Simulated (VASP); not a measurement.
Input of a VASP 6.6.1 run:

Contents of INCAR:

```
SYSTEM = Pt
PREC = Accurate ; ENCUT = 520
EDIFF = 1E-6 ; ISMEAR = 0
SIGMA = 0.15 ; LREAL = .False.
LASPH = .True. ; NELM = 80
ALGO = Fast ; ISIF = 2
LWAVE = .False. ; LCHARG = .False.
GGA = PS ; NBANDS = 11
```

File KPOINTS:

```
regular mesh
0
Gamma
  20 20 20
  0 0 0
```

POSCAR

```
Pt
1.0
   -1.7945086294      1.4434091149      1.6774754579
    1.3263759434     -1.6774754579      1.4434091149
    1.7945086294      1.6774754579     -1.9115418008
Pt
1
Direct
    0.0000000000      0.0000000000      0.0000000000
```

Potentials or basis: VASP PAW PBE potentials, release 64 (Pt).

Command:

```console
$ cat potpaw_PBE.64/Pt/POTCAR > POTCAR
$ mpirun -np 1 vasp_std > vasp.out
```

**Question.** Predict the pressure.

**Answer.** 44.7 GPa.

**Question.** What does it give for the band gap on the k mesh?

**Answer.** Zero (band 5 reaches 14.31 eV, above the bottom of band 6 at 9.34 eV).

Stress tensor (GPa, compression positive):
```
37.78 35.47 48.03
35.47 62.98 29.72
48.03 29.72 33.22
```

Caveat: the cell differs from its parent crystal (engineering shear strain xz -0.3000, engineering shear strain yz -0.1500); the PAW data sets were made with another functional, which shifts forces and pressure a little; spin-orbit coupling is left out, which moves the levels of the heavy elements.
